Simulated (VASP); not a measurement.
Set up this calculation in VASP 6.6.1, as the native input.

* Task: single point
* Functional: PBE
* Potentials or basis: VASP PAW PBE potentials, release 64 (La, Sn_d, O)
* Cutoff: 520 eV
* k mesh: 10 × 10 × 10
* Occupations: gaussian, width 0.02 eV
* Spin: no spin polarisation
* Dipole correction: no
* Further INCAR settings: ALGO = Normal; EDIFF = 1e-06; NBANDS = 39

The structure of La2SnO4 lies in POSCAR:

```
La2SnO4
1.0
   -2.0502935122      2.0502935122      7.6947883173
    2.0502935122     -2.0502935122      7.6947883173
    2.0502935122      2.0502935122     -7.6947883173
La Sn O
2 1 4
Direct
    0.3666437094      0.3666437094      0.0000000000
    0.7010818538      0.7010818538      0.0000000000
    0.0231778713      0.0231778713      0.0000000000
    0.9652026210      0.4652026210      0.5000000000
    0.4652026210      0.9652026210      0.5000000000
    0.2693456618      0.7693456618      0.5000000000
    0.7693456618      0.2693456618      0.5000000000
```

The input as run:

INCAR

```
SYSTEM = La2SnO4
PREC = Accurate ; ENCUT = 520
EDIFF = 1E-6 ; ISMEAR = 0
SIGMA = 0.02 ; LREAL = .FALSE.
LASPH = .TRUE. ; NELM = 80
ALGO = Normal ; ISIF = 2
LWAVE = .FALSE. ; LCHARG = .TRUE.
GGA = PE ; LELF = .TRUE.
LVHAR = .TRUE. ; NBANDS = 39
```

KPOINTS

```
regular mesh
0
G
  10 10 10
  0 0 0
```

Potentials or basis: VASP PAW PBE potentials, release 64 (La, Sn_d, O).

Run with:

```bash
$ cat potpaw_PBE.64/La/POTCAR potpaw_PBE.64/Sn_d/POTCAR potpaw_PBE.64/O/POTCAR > POTCAR
$ mpirun -np 1 vasp_std > vasp.out
```

Results of the run:

```yaml
Pressure: -1.8 GPa
Largest_force: 0.052 eV/Å
Band_gap_on_the_k_mesh: 1.62 eV (least direct gap 2.11 eV)
```

Caveat: spin-orbit coupling is left out, which moves the levels of the heavy elements.

It took 34 min on 1 thread of Intel(R) Xeon(R) Platinum 8488C (Sapphire Rapids), on a shared host, peak memory 0.93 GiB.
